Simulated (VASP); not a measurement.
# KNaHCl (P4/nmm) in VASP: further runs

KNaHCl is run at these levels: PBE; tasks: single point.

Everything below comes from runs of VASP 6.6.1. Logs are shortened: lines on timing, memory, paths and dates and some standing lists are left out, and cuts for length are marked.

**1. The cell of the first run**

The structure is tetragonal, space group P4/nmm (No. 129). Conventional cell: a = 4.479 Å, b = 4.479 Å, c = 9.782 Å, α = 90.00°, β = 90.00°, γ = 90.00°. Within 4.2 Å of K (site symmetry 4mm) lie 5 Cl at 3.17 to 3.18 Å and 5 Na at 3.81 to 4.12 Å and 4 H at 3.92 Å. Na (site symmetry 4mm) has 4 H at 2.32 Å and 1 Cl at 2.80 Å within 3.1 Å. Within 3.2 Å of H (site symmetry -4m2) lie 4 Na at 2.32 Å and 4 H at 3.17 Å. Cl (site symmetry 4mm) has 1 Na at 2.80 Å and 5 K at 3.17 to 3.18 Å within 3.7 Å.

The cell was generated, and may not be a known phase.

**2. Single point, PBE**

File INCAR:

```
ALGO = Normal ; EDIFF = 1E-6
ENCUT = 520 ; GGA = PE
ISIF = 2 ; ISMEAR = 0
LASPH = True ; LCHARG = False
LREAL = False ; LWAVE = False
NBANDS = 34 ; NELM = 100
PREC = Accurate ; SIGMA = 0.02
```

File KPOINTS:

```
k-points
0
Gamma
  6 6 4
```

File POSCAR:

```
KNaHCl
1.0
    4.4787224458      0.0000000000      0.0000000000
    0.0000000000      4.4787224458      0.0000000000
    0.0000000000      0.0000000000      9.7820682656
K Na H Cl
2 2 2 2
Direct
    0.0000000000      0.5000000000      0.3291286396
    0.5000000000      0.0000000000      0.6708713604
    0.0000000000      0.5000000000      0.9399045151
    0.5000000000      0.0000000000      0.0600954849
    0.0000000000      0.0000000000      0.0000000000
    0.5000000000      0.5000000000      0.0000000000
    0.0000000000      0.5000000000      0.6539373448
    0.5000000000      0.0000000000      0.3460626552
```

Potentials or basis: VASP PAW PBE potentials, release 64 (K_sv, Na_pv, H, Cl).

Started as:

```console
$ cat potpaw_PBE.64/K_sv/POTCAR potpaw_PBE.64/Na_pv/POTCAR potpaw_PBE.64/H/POTCAR potpaw_PBE.64/Cl/POTCAR > POTCAR
$ mpirun -np 1 vasp_std > vasp.out
```

OUTCAR:

```text
EDIFF = 1E-6
   ENCUT = 520
   GGA = PE
   ISIF = 2
   ISMEAR = 0
   LASPH = True
   LREAL = False
   NELM = 100
   PREC = Accurate

 ion  position               nearest neighbor table
   1  0.000  0.500  0.329-   8 3.17   8 3.17   8 3.17   8 3.17   7 3.18
   2  0.500  0.000  0.671-   7 3.17   7 3.17   7 3.17   7 3.17   8 3.18
   3  0.000  0.500  0.940-
   4  0.500  0.000  0.060-
   5  0.000  0.000  0.000-
   6  0.500  0.500  0.000-
   7  0.000  0.500  0.654-   2 3.17   2 3.17   2 3.17   2 3.17   1 3.18
   8  0.500  0.000  0.346-   1 3.17   1 3.17   1 3.17   1 3.17   2 3.18

  LATTYP: Found a simple tetragonal cell.
 ALAT       =     4.4787224458
 C/A-ratio  =     2.1841202227

  Lattice vectors:

 A1 = (   4.4787224458,   0.0000000000,   0.0000000000)
 A2 = (   0.0000000000,   4.4787224458,   0.0000000000)
 A3 = (   0.0000000000,   0.0000000000,   9.7820682656)

Analysis of symmetry for initial positions (statically):
=====================================================================
 Subroutine PRICEL returns:
 Original cell was already a primitive cell.

 Routine SETGRP: Setting up the symmetry group for a
 simple tetragonal supercell.

 Subroutine GETGRP returns: Found 16 space group operations
 (whereof  8 operations were pure point group operations)
 out of a pool of 16 trial point group operations.

The static configuration has the point symmetry D_2d.
 The point group associated with its full space group is D_4h.

Analysis of symmetry for dynamics (positions and initial velocities):
=====================================================================
 Subroutine PRICEL returns:
 Original cell was already a primitive cell.

 Routine SETGRP: Setting up the symmetry group for a
 simple tetragonal supercell.

 Subroutine GETGRP returns: Found 16 space group operations
 (whereof  8 operations were pure point group operations)
 out of a pool of 16 trial point group operations.

The dynamic configuration has the point symmetry D_2d.
 The point group associated with its full space group is D_4h.

 Subroutine INISYM returns: Found 16 space group operations
 (whereof  8 operations are pure point group operations),
 and found     1 'primitive' translations

----------------------------------------------------------------------------------------

                                     Primitive cell

[... 107 lines left out ...]
   NFREE  =      0    steps in history (QN), initial steepest desc. (CG)
   ISIF   =      2    stress and relaxation
   ISYM   =      2    0-nonsym 1-usesym 2-fastsym
   POTIM  = 0.5000    time-step for ionic-motion
   TEBEG  =    0.0;   TEEND  =   0.0 temperature during run
   PSTRESS=    0.0 pullay stress
   NELECT =      48.0000    total number of electrons
   NUPDOWN=      -1.0000    fix difference up-down
   EMIN   =  10.00;   EMAX   =-10.00  energy-range for DOS
   EFERMI =   0.00;   METHOD = LEGACY
   ISMEAR =     0;   SIGMA  =   0.02  broadening in eV -4-tet -1-fermi 0-gaus
   EFERMI_NEDOS =   21; number of points for ismear=-14 and -15
   IALGO  =     38    algorithm
   IMIX   =      4    mixing-type and parameters
     AMIX     =   0.40;   BMIX     =  1.00
     AMIX_MAG =   1.60;   BMIX_MAG =  1.00
  volume/ion in A,a.u.               =      24.53       165.52
  Fermi-wavevector in a.u.,A,eV,Ry     =   1.023864  1.934822 14.262952  1.048297
  Thomas-Fermi vector in A             =   2.157620
   LORBIT       =      0    0 simple, 1 ext, 2 COOP (PROOUT), +10 PAW based schemes
   GGA     = PE    functional components
   LHFCALC =     F    Hartree Fock is set to
   AEXX    =    0.0000 exact exchange contribution
   IVDW    =     0    specifies the selected vdW correction
   LEPSILON=     F    determine dielectric tensor
   LRPA    =     F    only Hartree local field effects (RPA)
 non-spin polarized calculation
 Gauss-broadening in eV      SIGMA  =   0.02
  energy-cutoff  :      520.00
  volume of cell :      196.22
 maximum number of plane-waves:      5348
 NGX is ok and might be reduce to    36
   NGX = 17   NGY = 17   NGZ = 37

 number of electron      47.9999973 magnetization

 Free energy of the ion-electron system (eV)
  ---------------------------------------------------
  ext. energy  EPLUGINS =         0.00000000
  ---------------------------------------------------
  free energy    TOTEN  =       -23.35468900 eV

  energy without entropy =      -23.35468900  energy(sigma->0) =      -23.35468900

 E-fermi :   0.3412     XC(G=0):  -7.2950

 val. band max:        0.2563150693   @ k =   0.0000   0.0000   0.5000
 cond. band min:       2.2935152595   @ k =   0.0000   0.0000   0.5000
 fundamental gap:      2.0372001902
 Fermi energy:         0.3412398340

 k-point     1 :       0.0000    0.0000    0.0000
  band No.  band energies     occupation
      1     -30.0439      2.00000
      2     -30.0396      2.00000
      3     -22.5955      2.00000
      4     -22.5921      2.00000
      5     -22.5333      2.00000
      6     -22.5333      2.00000
[... 877 lines left out ...]
     33       7.2293      0.00000
     34       7.2293      0.00000

 [... further k-points ...]

------------------------ aborting loop because EDIFF is reached ----------------------------------------

  FORCE on cell =-STRESS in cart. coord.  units (eV):
  Direction    XX          YY          ZZ          XY          YZ          ZX
  --------------------------------------------------------------------------------------
  -------------------------------------------------------------------------------------
  Total        0.0046434      0.0046434      0.0101097      0.0000000      0.0000000     -0.0000000
  in kB        0.0379147      0.0379147      0.0825485      0.0000000      0.0000000     -0.0000000
  external PRESSURE =       0.0527926 kB  Pullay stress =       0.0000000 kB

 VOLUME and BASIS-vectors are now :
 -----------------------------------------------------------------------------
  energy-cutoff  :      520.00
  volume of cell :      196.22
      direct lattice vectors                 reciprocal lattice vectors
     4.478722446  0.000000000  0.000000000     0.223277958  0.000000000  0.000000000
     0.000000000  4.478722446  0.000000000     0.000000000  0.223277958  0.000000000
     0.000000000  0.000000000  9.782068266     0.000000000  0.000000000  0.102227870

 POSITION                                       TOTAL-FORCE (eV/Angst)
 -----------------------------------------------------------------------------------
      0.00000      2.23936      3.21956         0.000000     -0.000000     -0.003513
      2.23936      0.00000      6.56251        -0.000000     -0.000000      0.003513
      0.00000      2.23936      9.19421         0.000000     -0.000000     -0.000554
      2.23936      0.00000      0.58786         0.000000     -0.000000      0.000554
      0.00000      0.00000      0.00000         0.000000      0.000000      0.000000
      2.23936      2.23936      0.00000         0.000000     -0.000000      0.000000
      0.00000      2.23936      6.39686         0.000000      0.000000      0.002682
      2.23936      0.00000      3.38521         0.000000      0.000000     -0.002682
 -----------------------------------------------------------------------------------
    total drift:                                0.000000      0.000000      0.000000

  FREE ENERGIE OF THE ION-ELECTRON SYSTEM (eV)
  ---------------------------------------------------
  free  energy   TOTEN  =       -23.3546889979 eV

  energy  without entropy=      -23.3546889979  energy(sigma->0) =      -23.35468900
```

Wall time 2.5 min (1 thread of AMD EPYC 9R45 (Zen 5), shared host); peak memory 0.38 GiB.

What came out:

```yaml
Free_energy: -23.3547 eV
Pressure: 0.0 GPa
Largest_force: 0.004 eV/Å
Band_gap_on_the_k_mesh: 2.04 eV
```

Forces on the atoms (eV/Å):
```
K    0.000  0.000 -0.004
K    0.000  0.000  0.004
Na   0.000  0.000 -0.001
Na   0.000  0.000  0.001
H    0.000  0.000  0.000
H    0.000  0.000  0.000
Cl   0.000  0.000  0.003
Cl   0.000  0.000 -0.003
```

Levels at points of the mesh, in eV from the valence-band top:
```csv
k point,band 21,band 22,band 23,band 24,band 25,band 26,band 27,band 28
"(0.00, 0.00, 0.00)",-2.92,-2.92,-2.74,0.00,2.79,3.02,4.10,4.73
"(0.50, 0.00, 0.00)",-3.17,-3.17,-1.52,-1.52,4.15,4.15,4.95,4.95
"(0.50, 0.50, 0.00)",-3.19,-3.19,-1.14,-1.14,3.37,3.37,4.60,4.60
"(0.00, 0.00, 0.50)",-2.92,-2.92,-2.50,0.00,2.04,3.98,4.37,4.71
"(0.50, 0.00, 0.50)",-3.17,-3.17,-1.51,-1.51,4.03,4.03,5.06,5.06
"(0.50, 0.50, 0.50)",-3.20,-3.20,-1.13,-1.13,3.54,3.54,4.00,4.00
```

A k mesh can miss the band edges.

**3. Single point, PBE**

File INCAR:

```
PREC     = Accurate       # precision mode
ENCUT    = 520            # plane-wave cutoff, eV
EDIFF    = 1E-7           # SCF threshold, eV
ISMEAR   = 0              # smearing method
SIGMA    = 0.01           # smearing width, eV
LREAL    = False          # projectors in reciprocal space
LASPH    = True           # aspherical terms in the spheres
NELM     = 60             # most SCF steps
ALGO     = Normal         # electronic algorithm
ISIF     = 2              # what is computed and relaxed
LWAVE    = False          # write WAVECAR
LCHARG   = False          # write CHGCAR
GGA      = PE             # functional
NBANDS   = 34             # bands
```

File KPOINTS:

```
Automatic mesh
0
Gamma
  6 6 4
```

File POSCAR:

```
KNaHCl
1.0
    4.4781780344      0.0000000000      0.0000000000
    0.0000000000      4.4781780344      0.0000000000
    0.0000000000      0.0000000000      9.7940849330
K Na H Cl
2 2 2 2
Direct
    0.0000000000      0.5000000000      0.3293915521
    0.5000000000      0.0000000000      0.6706084479
    0.0000000000      0.5000000000      0.9399993957
    0.5000000000      0.0000000000      0.0600006043
    0.0000000000      0.0000000000      0.0000000000
    0.5000000000      0.5000000000      0.0000000000
    0.0000000000      0.5000000000      0.6540585603
    0.5000000000      0.0000000000      0.3459414397
```

Potentials or basis: VASP PAW PBE potentials, release 64 (K_sv, Na_pv, H, Cl).

Started as:

```console
$ cat potpaw_PBE.64/K_sv/POTCAR potpaw_PBE.64/Na_pv/POTCAR potpaw_PBE.64/H/POTCAR potpaw_PBE.64/Cl/POTCAR > POTCAR
$ mpirun -np 1 vasp_std > vasp.out
```

Run time: 2.4 min. Hardware: 1 thread of AMD EPYC 9R45 (Zen 5), shared host; peak memory 0.39 GiB.

It converged, with:

* Free energy: -23.3547 eV
* Pressure: 0.0 GPa
* Largest force: 0.004 eV/Å
* Band gap on the k mesh: 2.03 eV

Forces in eV/Å, atoms in the order of the input:
```
K    0.000  0.000 -0.004
K    0.000  0.000  0.004
Na   0.000  0.000 -0.002
Na   0.000  0.000  0.002
H    0.000  0.000  0.000
H    0.000  0.000  0.000
Cl   0.000  0.000  0.001
Cl   0.000  0.000 -0.001
```

Levels at points of the mesh, in eV from the valence-band top:
| k point | band 21 | band 22 | band 23 | band 24 | band 25 | band 26 | band 27 | band 28 |
| --- | --- | --- | --- | --- | --- | --- | --- | --- |
| (0.00, 0.00, 0.00) | -2.92 | -2.92 | -2.74 | 0.00 | 2.78 | 3.01 | 4.09 | 4.72 |
| (0.50, 0.00, 0.00) | -3.18 | -3.18 | -1.52 | -1.52 | 4.15 | 4.15 | 4.93 | 4.93 |
| (0.50, 0.50, 0.00) | -3.20 | -3.20 | -1.14 | -1.14 | 3.37 | 3.37 | 4.58 | 4.58 |
| (0.00, 0.00, 0.50) | -2.93 | -2.93 | -2.50 | 0.00 | 2.03 | 3.97 | 4.35 | 4.70 |
| (0.50, 0.00, 0.50) | -3.18 | -3.18 | -1.51 | -1.51 | 4.02 | 4.02 | 5.05 | 5.05 |
| (0.50, 0.50, 0.50) | -3.21 | -3.21 | -1.13 | -1.13 | 3.54 | 3.54 | 4.00 | 4.00 |
